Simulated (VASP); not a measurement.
A run of VASP 6.6.1 is set up as follows.

The input INCAR:

```
SYSTEM = Si
  ALGO = Normal
  EDIFF = 1E-7
  ENCUT = 520
  GGA = PE
  ISIF = 2
  ISMEAR = 0
  LASPH = .True.
  LCHARG = .True.
  LELF = .True.
  LREAL = .False.
  LVHAR = .True.
  LWAVE = .False.
  NBANDS = 26
  NELM = 80
  PREC = Accurate
  SIGMA = 0.2
```

Contents of KPOINTS:

```
k-points
0
Gamma
  4 4 4
  0 0 0
```

The input POSCAR:

```
Si
1.0
   -5.2587200020     -0.0337061846      0.5722430088
    0.0455643801      4.9480737957      0.6530963005
    1.8428599822     -1.8602239183     -5.1021889240
Si
8
Direct
    0.6764658725      0.9355149464      0.4966820351
    0.6763437638      0.4355157097      0.4966533871
    0.1764281869      0.4357548067      0.4966593037
    0.1760898351      0.9356721980      0.4965012279
    0.6985221674      0.6892389617      0.0032497324
    0.6986431107      0.1892475312      0.0033521957
    0.1986573835      0.1894976782      0.0033598123
    0.1988496801      0.6895581682      0.0035423057
```

Potentials or basis: VASP PAW PBE potentials, release 64 (Si).

Launch:

```bash
$ cat potpaw_PBE.64/Si/POTCAR > POTCAR
$ mpirun -np 1 vasp_std > vasp.out
```

Task: Estimate the largest force.

Result: 0.004 eV/Å.

Task: What does it give for the pressure?

Result: 0.0 GPa.

Task: What does it give for the band gap on the k mesh?

Result: Zero (bands 16 and 17 overlap by 2.73 eV).

Forces in eV/Å, atoms in the order of the input:
```
Si   0.000  0.003  0.002
Si  -0.002  0.002  0.003
Si   0.000  0.000  0.002
Si  -0.004  0.000  0.000
Si   0.000 -0.001 -0.003
Si   0.001  0.001 -0.002
Si   0.002 -0.003 -0.003
Si   0.003 -0.002  0.000
```
